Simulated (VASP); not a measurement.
Runs of VASP 6.6.1 on I. The structure is that of space group P6/mmm (No. 191), or close to it. The cells are those of the table. 

```csv
task,cell,cutoff (eV),gap on the mesh (eV),pressure (GPa)
single point,"a = 3.958, b = 3.958, c = 2.901 Å, angles 90.0, 90.0, 120.0°, 1 atom",520,none,(b)
single point,"a = 2.958, b = 2.958, c = 2.770 Å, angles 90.0, 90.0, 120.0°, 1 atom",520,none,67.4
single point,"a = 3.118, b = 3.118, c = 2.805 Å, angles 90.0, 90.0, 120.0°, 1 atom",520,none,42.4
single point,"a = 3.677, b = 3.677, c = 2.913 Å, angles 90.0, 90.0, 120.0°, 1 atom",520,none,6.4
relaxation of shape and atoms at fixed volume,"relaxed from a = 4.132, b = 4.132, c = 2.662 Å, angles 90.0, 90.0, 120.0°, 1 atom",600,none,2.8
relaxation of shape and atoms at fixed volume,"relaxed from a = 3.939, b = 3.939, c = 2.538 Å, angles 90.0, 90.0, 120.0°, 1 atom",600,none,6.5
single point,"a = 3.401, b = 3.401, c = 2.881 Å, angles 90.0, 90.0, 120.0°, 1 atom",520,none,16.5
single point,"a = 4.435, b = 4.435, c = 2.926 Å, angles 90.0, 90.0, 120.0°, 1 atom",520,none,(a)
relaxation of shape and atoms at fixed volume,"relaxed from a = 3.726, b = 3.726, c = 2.400 Å, angles 90.0, 90.0, 120.0°, 1 atom",600,none,16.5
```

Alike in all rows: level PBE; potentials or basis VASP PAW PBE potentials, release 64 (I); no spin polarisation; k mesh 12 × 12 × 12; smearing fermi-dirac 0.08 eV.

Q: Estimate the missing entries.

A: (a) 0.1; (b) 2.7.

Caveats: spin-orbit coupling is left out, which moves the levels of the heavy elements; an odd number of electrons without spin polarisation forces a metal; a magnetic or distorted state may lie lower.

A k mesh can miss the band edges, and the runs leave out spin-orbit coupling on I.

A gap of «none» marks levels without a gap at the run's occupations.
